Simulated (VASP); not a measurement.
Write the native input for VASP 6.6.1 that does the following.

- Task: single point
- Functional: PBE
- Potentials or basis: VASP PAW PBE potentials, release 64 (Os)
- Cutoff: 520 eV
- k mesh: 14 × 14 × 14
- Occupations: fermi-dirac, width 0.05 eV
- Spin: no spin polarisation
- Dipole correction: no
- Further INCAR settings: ALGO = Normal; EDIFF = 1e-07; NBANDS = 10

The structure of Os lies in POSCAR:

```
Os
1.0
    0.0000000000      1.9450000000      1.9255500000
    1.9450000000      0.0000000000      1.9255500000
    1.9450000000      1.9450000000      0.0000000000
Os
1
Direct
    0.0000000000      0.0000000000      0.0000000000
```

This cell differs from its parent crystal: zz strain of -1 %.

These files were run (other wordings do the same):

INCAR

```
  ALGO = Normal
  EDIFF = 1E-7
  ENCUT = 520
  GGA = PE
  ISIF = 2
  ISMEAR = -1
  LASPH = True
  LCHARG = False
  LREAL = False
  LWAVE = False
  NBANDS = 10
  NELM = 100
  PREC = Accurate
  SIGMA = 0.05
```

KPOINTS

```
k-points
0
Gamma
  14 14 14
```

Potentials or basis: VASP PAW PBE potentials, release 64 (Os).

The run is started by

```console
$ cat potpaw_PBE.64/Os/POTCAR > POTCAR
$ mpirun -np 1 vasp_std > vasp.out
```

It gave:

The pressure is -6.1 GPa and the band gap on the k mesh is zero (bands 4 and 5 overlap by 3.72 eV).

Caveat: the cell differs from its parent crystal (zz strain of -1 %); the cell stands under tension; spin-orbit coupling is left out, which moves the levels of the heavy elements.

It took 39 s on 1 thread of Intel Xeon 8259CL, on a shared host, peak memory 0.16 GiB.
